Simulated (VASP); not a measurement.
Wanted: the native input for a VASP 6.6.1 run.

```
Task                   : single point
Functional             : LDA
Potentials or basis    : VASP PAW LDA potentials, release 64 (Mg)
Cutoff                 : 520 eV
k mesh                 : 18 × 18 × 18
Occupations            : gaussian, width 0.15 eV
Spin                   : no spin polarisation
Dipole correction      : no
Further INCAR settings : ALGO = Fast; EDIFF = 1e-06; NBANDS = 7
```

The structure of Mg lies in POSCAR:

```
Mg
1.0
   -1.7727644967      1.8060038310      1.8060038310
    1.7727644967     -1.7395251624      1.7395251624
    1.7727644967      1.7395251624     -1.7395251624
Mg
1
Direct
    0.0000000000      0.0000000000      0.0000000000
```

This cell differs from its parent crystal: strain +0.0375 x Voigt [0, 0, 0, 1, 0, 0].

One way to write it, as run:

INCAR

```
SYSTEM = Mg
ALGO = Fast
EDIFF = 1E-6
ENCUT = 520
ISIF = 2
ISMEAR = 0
LASPH = .TRUE.
LCHARG = .FALSE.
LREAL = .FALSE.
LWAVE = .FALSE.
NBANDS = 7
NELM = 60
PREC = Accurate
SIGMA = 0.15
```

KPOINTS

```
k-points
0
G
  18 18 18
  0 0 0
```

Potentials or basis: VASP PAW LDA potentials, release 64 (Mg).

The run is started by

```bash
$ cat potpaw_LDA.64/Mg/POTCAR > POTCAR
$ mpirun -np 1 vasp_std > vasp.out
```

Results of the run:

```
Pressure               : -1.4 GPa
Band gap on the k mesh : zero (band 1 reaches 6.44 eV, above the bottom of band 2 at 1.44 eV)
```

Caveat: the cell differs from its parent crystal (strain +0.0375 x Voigt [0, 0, 0, 1, 0, 0]).

It took 22 s on 1 thread of Intel(R) Xeon(R) 6975P-C (Granite Rapids), with other jobs on the host, peak memory 0.24 GiB.
